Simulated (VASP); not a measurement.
# GaSb3: single point with PBEsol

GaSb3:

```
Ga Sb
1.0
     0.00000    3.64667    3.24554
     3.64667    0.00000    3.24554
     3.64667    3.64667    0.00000
Ga Sb
1 3
Direct
  0.00000 0.00000 0.00000
  0.25000 0.25000 0.25000
  0.75000 0.75000 0.75000
  0.50000 0.50000 0.50000
```

This cell differs from its parent crystal: engineering shear strain xz +0.0000, normal strain along z -0.1100.

```
Program                : VASP 6.6.1
Task                   : single point
Functional             : PBEsol
Potentials or basis    : VASP PAW PBE potentials, release 64 (Ga_d, Sb)
Cutoff                 : 520 eV
k mesh                 : 10 × 10 × 10
Occupations            : gaussian, width 0.15 eV
Spin                   : no spin polarisation
Dipole correction      : no
Further INCAR settings : ALGO = Normal; EDIFF = 1e-06; NBANDS = 22
```

| Quantity | Value |
| --- | --- |
| Pressure | 10.7 GPa |
| Band gap on the k mesh | zero (bands 14 and 15 overlap by 4.74 eV) |

Stress tensor (GPa, compression positive):
```
 9.91  0.00  0.00
 0.00  9.91  0.00
 0.00  0.00 12.39
```

Levels at points of the mesh, in eV from the Fermi level:
| k point | band 11 | band 12 | band 13 | band 14 | band 15 | band 16 | band 17 | band 18 |
| --- | --- | --- | --- | --- | --- | --- | --- | --- |
| (0.00, 0.00, 0.00) | -3.20 | -3.08 | -2.89 | -2.89 | -2.74 | -1.47 | -1.47 | 0.43 |
| (0.50, 0.00, 0.00) | -3.66 | -3.59 | -2.91 | -0.04 | 0.31 | 1.82 | 2.59 | 2.96 |
| (0.50, 0.50, 0.00) | -6.58 | 0.62 | 0.72 | 1.03 | 1.03 | 1.88 | 1.88 | 3.87 |
| (0.50, 0.00, 0.50) | -6.10 | 0.28 | 1.10 | 1.19 | 1.69 | 2.14 | 2.80 | 3.43 |

Run time: 4.5 min on 1 thread of AMD EPYC 7R43 64-Core Processor (Zen 3) (shared host), peak memory 0.29 GiB.

Caveat: the cell differs from its parent crystal (engineering shear strain xz +0.0000, normal strain along z -0.1100); the cell stands under pressure; the PAW data sets were made with another functional, which shifts forces and pressure a little; spin-orbit coupling is left out, which moves the levels of the heavy elements.
